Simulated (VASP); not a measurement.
Wanted: the native input for a VASP 6.6.1 run.

* Task: single point
* Functional: PBE
* Potentials or basis: VASP PAW PBE potentials, release 64 (Rb_sv, Br)
* Cutoff: 520 eV
* k mesh: 6 × 6 × 2
* Occupations: gaussian, width 0.1 eV
* Spin: no spin polarisation
* Dipole correction: no
* Further INCAR settings: ALGO = Normal; EDIFF = 1e-07; NBANDS = 33

The structure of RbBr lies in POSCAR:

```
RbBr
1.0
    5.0169532808      0.0000000000      0.0000000000
   -2.5084766405      4.3448089908      0.0000000000
    0.0000000000      0.0000000000     11.4935983009
Rb Br
3 3
Direct
    0.7198000000      0.0000000000      0.6666666667
    0.0000000000      0.7198000000      0.3333333333
    0.2802000000      0.2802000000      0.0000000000
    0.4889000000      0.0000000000      0.1666666667
    0.0000000000      0.4889000000      0.8333333333
    0.5111000000      0.5111000000      0.5000000000
```

The input as run:

INCAR

```
SYSTEM = RbBr
PREC = Accurate ; ENCUT = 520
EDIFF = 1E-7 ; ISMEAR = 0
SIGMA = 0.1 ; LREAL = .FALSE.
LASPH = .TRUE. ; NELM = 100
ALGO = Normal ; ISIF = 2
LWAVE = .FALSE. ; LCHARG = .TRUE.
GGA = PE ; LELF = .TRUE.
LVHAR = .TRUE. ; NBANDS = 33
```

KPOINTS

```
regular mesh
0
G
  6 6 2
  0 0 0
```

Potentials or basis: VASP PAW PBE potentials, release 64 (Rb_sv, Br).

The run is started by

```sh
$ cat potpaw_PBE.64/Rb_sv/POTCAR potpaw_PBE.64/Br/POTCAR > POTCAR
$ mpirun -np 1 vasp_std > vasp.out
```

Results of the run:

```json
{"Pressure": "4.9 GPa", "Largest force": "1.947 eV/Å", "Band gap on the k mesh": "3.65 eV"}
```

Caveat: the cell stands under pressure; forces of over 1 eV/Å act on the atoms, so gaps and moduli don't describe the material at rest.

Run time: 5.3 min on 1 thread of Oxide Virtual Turin-like Processor, with other jobs on the host, peak memory 0.38 GiB.
